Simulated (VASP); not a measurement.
# PtS2 (P-3m1) in VASP: further runs, part 2 of 2

VASP 6.6.1.

## 4. Single point, PBEsol (strain -0.025 along x and y, +0.050 along z)

Input file INCAR:

```
ALGO = Normal
EDIFF = 1E-6
ENCUT = 520
GGA = PS
ISIF = 2
ISMEAR = 0
LASPH = True
LCHARG = False
LREAL = False
LWAVE = False
NBANDS = 18
NELM = 100
PREC = Accurate
SIGMA = 0.05
```

Input file KPOINTS:

```
k-points
0
Gamma
  12 12 8
```

Input file POSCAR:

```
PtS2
1.0
    3.4546194889      0.0000000000      0.0000000000
   -1.7273097444      2.9917882378      0.0000000000
    0.0000000000      0.0000000000      5.2907400000
Pt S
1 2
Direct
    0.0000000000      0.0000000000      0.0000000000
    0.3333333333      0.6666666667      0.2500000000
    0.6666666667      0.3333333333      0.7500000000
```

Potentials or basis: VASP PAW PBE potentials, release 64 (Pt, S).

Run with:

```sh
cat potpaw_PBE.64/Pt/POTCAR potpaw_PBE.64/S/POTCAR > POTCAR
mpirun -np 1 vasp_std > vasp.out
```

OUTCAR:

```text
EDIFF = 1E-6
   ENCUT = 520
   GGA = PS
   ISIF = 2
   ISMEAR = 0
   LASPH = True
   LREAL = False
   NELM = 100
   PREC = Accurate

 ion  position               nearest neighbor table
   1  0.000  0.000  0.000-   2 2.39   3 2.39   2 2.39   3 2.39   3 2.39   2 2.39
   2  0.333  0.667  0.250-   1 2.39   1 2.39   1 2.39
   3  0.667  0.333  0.750-   1 2.39   1 2.39   1 2.39

  LATTYP: Found a hexagonal cell.
 ALAT       =     3.4546194889
 C/A-ratio  =     1.5314971785

  Lattice vectors:

 A1 = (   3.4546194889,   0.0000000000,   0.0000000000)
 A2 = (  -1.7273097444,   2.9917882378,   0.0000000000)
 A3 = (   0.0000000000,   0.0000000000,   5.2907400000)

Analysis of symmetry for initial positions (statically):
=====================================================================
 Subroutine PRICEL returns:
 Original cell was already a primitive cell.

 Routine SETGRP: Setting up the symmetry group for a
 hexagonal supercell.

 Subroutine GETGRP returns: Found 12 space group operations
 (whereof 12 operations were pure point group operations)
 out of a pool of 24 trial point group operations.

The static configuration has the point symmetry D_3d.

Analysis of symmetry for dynamics (positions and initial velocities):
=====================================================================
 Subroutine PRICEL returns:
 Original cell was already a primitive cell.

 Routine SETGRP: Setting up the symmetry group for a
 hexagonal supercell.

 Subroutine GETGRP returns: Found 12 space group operations
[... 115 lines left out ...]
   PSTRESS=    0.0 pullay stress
   NELECT =      22.0000    total number of electrons
   NUPDOWN=      -1.0000    fix difference up-down
   EMIN   =  10.00;   EMAX   =-10.00  energy-range for DOS
   EFERMI =   0.00;   METHOD = LEGACY
   ISMEAR =     0;   SIGMA  =   0.05  broadening in eV -4-tet -1-fermi 0-gaus
   EFERMI_NEDOS =   21; number of points for ismear=-14 and -15
   IALGO  =     38    algorithm
   IMIX   =      4    mixing-type and parameters
     AMIX     =   0.40;   BMIX     =  1.00
     AMIX_MAG =   1.60;   BMIX_MAG =  1.00
  volume/ion in A,a.u.               =      18.23       123.00
  Fermi-wavevector in a.u.,A,eV,Ry     =   1.208555  2.283839 19.872753  1.460606
  Thomas-Fermi vector in A             =   2.344160
   LORBIT       =      0    0 simple, 1 ext, 2 COOP (PROOUT), +10 PAW based schemes
   GGA     = PS    functional components
   LHFCALC =     F    Hartree Fock is set to
   AEXX    =    0.0000 exact exchange contribution
   IVDW    =     0    specifies the selected vdW correction
   LEPSILON=     F    determine dielectric tensor
   LRPA    =     F    only Hartree local field effects (RPA)
 non-spin polarized calculation
 Gauss-broadening in eV      SIGMA  =   0.05
  energy-cutoff  :      520.00
  volume of cell :       54.68
 maximum number of plane-waves:      1492
 NGX is ok and might be reduce to    28
   NGX = 13   NGY = 13   NGZ = 19

 number of electron      22.0000004 magnetization

 Free energy of the ion-electron system (eV)
  ---------------------------------------------------
  ext. energy  EPLUGINS =         0.00000000
  ---------------------------------------------------
  free energy    TOTEN  =       -16.88035997 eV

  energy without entropy =      -16.88035997  energy(sigma->0) =      -16.88035997

 E-fermi :   6.8667     XC(G=0): -10.8705

 val. band max:        6.5994487185   @ k =   0.0000   0.1667   0.2500
 cond. band min:       7.2839160542   @ k =   0.2500   0.2500   0.0000
 fundamental gap:      0.6844673357
 Fermi energy:         6.8667288905

 k-point     1 :       0.0000    0.0000    0.0000
  band No.  band energies     occupation
      1      -8.4958      2.00000
      2      -5.9016      2.00000
      3      -0.4899      2.00000
      4       0.4548      2.00000
      5       0.4548      2.00000
      6       2.9557      2.00000
[... 481 lines left out ...]
      5       0.6804      2.00000
      6       2.2857      2.00000
[... 10 lines left out ...]
     17      16.0467      0.00000
     18      16.3237      0.00000

 [... further k-points ...]

------------------------ aborting loop because EDIFF is reached ----------------------------------------

  FORCE on cell =-STRESS in cart. coord.  units (eV):
  Direction    XX          YY          ZZ          XY          YZ          ZX
  --------------------------------------------------------------------------------------
  -------------------------------------------------------------------------------------
  Total        0.7334056      0.7334056     -1.9368275      0.0000000      0.0000000      0.0000000
  in kB       21.4885593     21.4885593    -56.7484547      0.0000000      0.0000000      0.0000000
  external PRESSURE =      -4.5904454 kB  Pullay stress =       0.0000000 kB

 VOLUME and BASIS-vectors are now :
 -----------------------------------------------------------------------------
  energy-cutoff  :      520.00
  volume of cell :       54.68
      direct lattice vectors                 reciprocal lattice vectors
     3.454619489  0.000000000  0.000000000     0.289467481  0.167124128  0.000000000
    -1.727309744  2.991788238  0.000000000     0.000000000  0.334248256  0.000000000
     0.000000000  0.000000000  5.290740000     0.000000000  0.000000000  0.189009477

 POSITION                                       TOTAL-FORCE (eV/Angst)
 -----------------------------------------------------------------------------------
      0.00000      0.00000      0.00000         0.000000      0.000000      0.000000
     -0.00000      1.99453      1.32269         0.000000      0.000000     -0.785694
      1.72731      0.99726      3.96806        -0.000000     -0.000000      0.785694
 -----------------------------------------------------------------------------------
    total drift:                               -0.000000     -0.000000     -0.000000

  FREE ENERGIE OF THE ION-ELECTRON SYSTEM (eV)
  ---------------------------------------------------
  free  energy   TOTEN  =       -16.8803599673 eV

  energy  without entropy=      -16.8803599673  energy(sigma->0) =      -16.88035997
```

OSZICAR:

```text
N       E                     dE             d eps       ncg     rms          rms(c)
DAV:   1     0.108397018931E+03    0.10840E+03   -0.10426E+04  4764   0.109E+03
DAV:   2    -0.128141875460E+02   -0.12121E+03   -0.11702E+03  5742   0.218E+02
DAV:   3    -0.181348357796E+02   -0.53206E+01   -0.52819E+01  6012   0.462E+01
DAV:   4    -0.181888446895E+02   -0.54009E-01   -0.53981E-01  6062   0.519E+00
DAV:   5    -0.181896354989E+02   -0.79081E-03   -0.79074E-03  6066   0.619E-01    0.185E+01
DAV:   6    -0.171428218442E+02    0.10468E+01   -0.55019E+00  4932   0.234E+01    0.117E+01
DAV:   7    -0.169095667018E+02    0.23326E+00   -0.10647E+00  4840   0.108E+01    0.561E+00
DAV:   8    -0.168837615981E+02    0.25805E-01   -0.66427E-02  5286   0.189E+00    0.114E+00
DAV:   9    -0.168802699509E+02    0.34916E-02   -0.82673E-03  5480   0.939E-01    0.233E-01
DAV:  10    -0.168803482583E+02   -0.78307E-04   -0.16435E-03  5688   0.266E-01    0.958E-02
DAV:  11    -0.168803574493E+02   -0.91910E-05   -0.96640E-05  5980   0.722E-02    0.562E-02
DAV:  12    -0.168803594314E+02   -0.19822E-05   -0.69556E-06  5728   0.217E-02    0.221E-02
DAV:  13    -0.168803599673E+02   -0.53590E-06   -0.32986E-06  5724   0.134E-02
   1 F= -.16880360E+02 E0= -.16880360E+02  d E =-.571377E-16
```

stdout:

```text
POSCAR found type information on POSCAR PtS
 POSCAR found :  2 types and       3 ions
 scaLAPACK will be used
 -----------------------------------------------------------------------------
|                                                                             |
|                                                                             |
|     You enforced a specific xc type in the INCAR file but a different       |
|     I HOPE YOU KNOW WHAT YOU ARE DOING!                                     |
|                                                                             |
 -----------------------------------------------------------------------------

 LDA part: xc-table for (Slater+PW92), standard interpolation
 POSCAR, INCAR and KPOINTS ok, starting setup
 FFT: planning ... GRIDC
 FFT: planning ... GRID_SOFT
 FFT: planning ... GRID
 WAVECAR not read
 entering main loop
```

Wall time 69 s (1 thread of Intel Xeon Platinum 8488C (Sapphire Rapids), shared host); peak memory 0.26 GiB.

Results:

```
Free energy            : -16.8804 eV
Pressure               : -0.5 GPa
Largest force          : 0.786 eV/Å
Band gap on the k mesh : 0.68 eV, indirect (least direct gap 0.89 eV)
```

Forces on the atoms (eV/Å):
```
Pt   0.000  0.000  0.000
S    0.000  0.000 -0.786
S    0.000  0.000  0.786
```

Stress tensor (GPa, compression positive):
```
 2.15  0.00  0.00
 0.00  2.15  0.00
 0.00  0.00 -5.67
```

Levels at points of the mesh, in eV from the valence-band top:
```tsv
k point	band 8	band 9	band 10	band 11	band 12	band 13	band 14	band 15
(0.00, 0.00, 0.00)	-2.30	-0.74	-0.74	-0.07	2.10	2.10	4.94	5.45
(0.50, 0.00, 0.00)	-2.87	-2.73	-2.72	-2.19	1.54	2.56	5.50	6.24
(0.00, 0.00, 0.50)	-2.91	-1.22	-0.99	-0.99	2.63	2.63	5.66	7.19
(0.50, 0.00, 0.50)	-2.74	-2.32	-2.28	-1.58	1.68	2.50	4.75	5.18
```

Caveat: the cell differs from its parent crystal (strain -0.025 along x and y, +0.050 along z); the PAW data sets were made with another functional, which shifts forces and pressure a little; spin-orbit coupling is left out, which moves the levels of the heavy elements. A k mesh can miss the band edges.

## 5. Single point, PBEsol (strain +0.025 along x and y, -0.050 along z)

Input file INCAR:

```
SYSTEM = PtS2
PREC = Accurate ; ENCUT = 520
EDIFF = 1E-6 ; ISMEAR = 0
SIGMA = 0.05 ; LREAL = .False.
LASPH = .True. ; NELM = 100
ALGO = Normal ; ISIF = 2
LWAVE = .False. ; LCHARG = .False.
GGA = PS ; NBANDS = 18
```

Input file KPOINTS:

```
regular mesh
0
Gamma
  12 12 8
  0 0 0
```

Input file POSCAR:

```
PtS2
1.0
    3.6317794627      0.0000000000      0.0000000000
   -1.8158897313      3.1452132756      0.0000000000
    0.0000000000      0.0000000000      4.7868600000
Pt S
1 2
Direct
    0.0000000000      0.0000000000      0.0000000000
    0.3333333333      0.6666666667      0.2500000000
    0.6666666667      0.3333333333      0.7500000000
```

Run with:

```sh
cat potpaw_PBE.64/Pt/POTCAR potpaw_PBE.64/S/POTCAR > POTCAR
mpirun -np 1 vasp_std > vasp.out
```

Wall time 59 s (1 thread of Intel Xeon Platinum 8488C (Sapphire Rapids), shared host); peak memory 0.26 GiB.

Results (log left out):

* Free energy: -16.9574 eV
* Pressure: -5.6 GPa
* Largest force: 0.377 eV/Å
* Band gap on the k mesh: 0.17 eV, indirect (least direct gap 0.63 eV)

Forces in eV/Å, atoms in the order of the input:
```
Pt   0.000  0.000  0.000
S    0.000  0.000 -0.377
S    0.000  0.000  0.377
```

Stress tensor (GPa, compression positive):
```
-6.75  0.00  0.00
 0.00 -6.75  0.00
 0.00  0.00 -3.28
```

Levels at points of the mesh, in eV from the valence-band top:
| k point | band 9 | band 10 | band 11 | band 12 | band 13 | band 14 |
| --- | --- | --- | --- | --- | --- | --- |
| (0.00, 0.00, 0.00) | -1.48 | -1.48 | 0.00 | 1.38 | 1.38 | 3.80 |
| (0.50, 0.00, 0.00) | -3.42 | -3.34 | -2.79 | 0.85 | 2.23 | 5.05 |
| (0.00, 0.00, 0.50) | -1.89 | -1.89 | -1.45 | 2.22 | 2.22 | 5.20 |
| (0.50, 0.00, 0.50) | -3.12 | -3.06 | -1.46 | 1.01 | 1.55 | 4.91 |

Caveat: the cell differs from its parent crystal (strain +0.025 along x and y, -0.050 along z); the PAW data sets were made with another functional, which shifts forces and pressure a little; spin-orbit coupling is left out, which moves the levels of the heavy elements. A k mesh can miss the band edges.

## 6. Single point, PBEsol (strain +0.000 along x and y, +0.025 along z)

Input file INCAR:

```
ALGO = Normal
EDIFF = 1E-7
ENCUT = 520
GGA = PS
ISIF = 2
ISMEAR = 0
LASPH = True
LCHARG = True
LELF = True
LREAL = False
LVHAR = True
LWAVE = False
NBANDS = 18
NELM = 100
PREC = Accurate
SIGMA = 0.05
```

Input file KPOINTS:

```
k-points
0
Gamma
  12 12 8
```

Input file POSCAR:

```
PtS2
1.0
    3.5431994758      0.0000000000      0.0000000000
   -1.7715997379      3.0685007567      0.0000000000
    0.0000000000      0.0000000000      5.1647700000
Pt S
1 2
Direct
    0.0000000000      0.0000000000      0.0000000000
    0.3333333333      0.6666666667      0.2500000000
    0.6666666667      0.3333333333      0.7500000000
```

Potentials or basis: VASP PAW PBE potentials, release 64 (Pt, S).

Run with:

```sh
cat potpaw_PBE.64/Pt/POTCAR potpaw_PBE.64/S/POTCAR > POTCAR
mpirun -np 1 vasp_std > vasp.out
```

It took 76 s on 1 thread of Intel Xeon Platinum 8488C (Sapphire Rapids), shared host; peak memory 0.27 GiB.

It converged, with:

```yaml
Free_energy: -16.9140 eV
Pressure: -5.5 GPa
Largest_force: 0.947 eV/Å
Band_gap_on_the_k_mesh: 0.55 eV, indirect (least direct gap 0.77 eV)
```

Forces on the atoms (eV/Å):
```
Pt   0.000  0.000  0.000
S    0.000  0.000 -0.947
S    0.000  0.000  0.947
```

Stress tensor (GPa, compression positive):
```
-4.52  0.00  0.00
 0.00 -4.52  0.00
 0.00  0.00 -7.39
```

Levels at points of the mesh, in eV from the valence-band top:
```
           k point  band 9  band 10  band 11  band 12  band 13  band 14
(0.00, 0.00, 0.00)   -0.97    -0.97     0.00     1.82     1.82     4.59
(0.50, 0.00, 0.00)   -2.88    -2.87    -2.40     1.29     2.37     5.29
(0.00, 0.00, 0.50)   -1.28    -1.26    -1.26     2.41     2.41     5.49
(0.50, 0.00, 0.50)   -2.54    -2.48    -1.49     1.43     2.09     4.75
```

Caveat: the cell differs from its parent crystal (strain +0.000 along x and y, +0.025 along z); the PAW data sets were made with another functional, which shifts forces and pressure a little; spin-orbit coupling is left out, which moves the levels of the heavy elements.

## 7. Summary

| cell | gap on the mesh (eV) | pressure (GPa) | largest force (eV/Å) |
| --- | --- | --- | --- |
| a = 3.543, b = 3.543, c = 4.913 Å, angles 90.0, 90.0, 120.0°, 3 atoms | 0.42 | -0.4 | 0.22 |
| a = 3.455, b = 3.455, c = 5.165 Å, angles 90.0, 90.0, 120.0°, 3 atoms | 0.66 | 2.4 | 0.40 |
| a = 3.455, b = 3.455, c = 5.291 Å, angles 90.0, 90.0, 120.0°, 3 atoms | 0.68 | -0.5 | 0.79 |
| a = 3.632, b = 3.632, c = 4.787 Å, angles 90.0, 90.0, 120.0°, 3 atoms | 0.17 | -5.6 | 0.38 |
| a = 3.543, b = 3.543, c = 5.165 Å, angles 90.0, 90.0, 120.0°, 3 atoms | 0.55 | -5.5 | 0.95 |

Alike in all rows: task single point; level PBEsol; potentials or basis VASP PAW PBE potentials, release 64 (Pt, S); no spin polarisation; k mesh 12 × 12 × 8; cutoff (eV) 520; smearing gaussian 0.05 eV.

Caveats: the PAW data sets were made with another functional, which shifts forces and pressure a little; spin-orbit coupling is left out, which moves the levels of the heavy elements.

Total energies depend on the potentials used, so only differences within one code and one set of settings carry meaning.
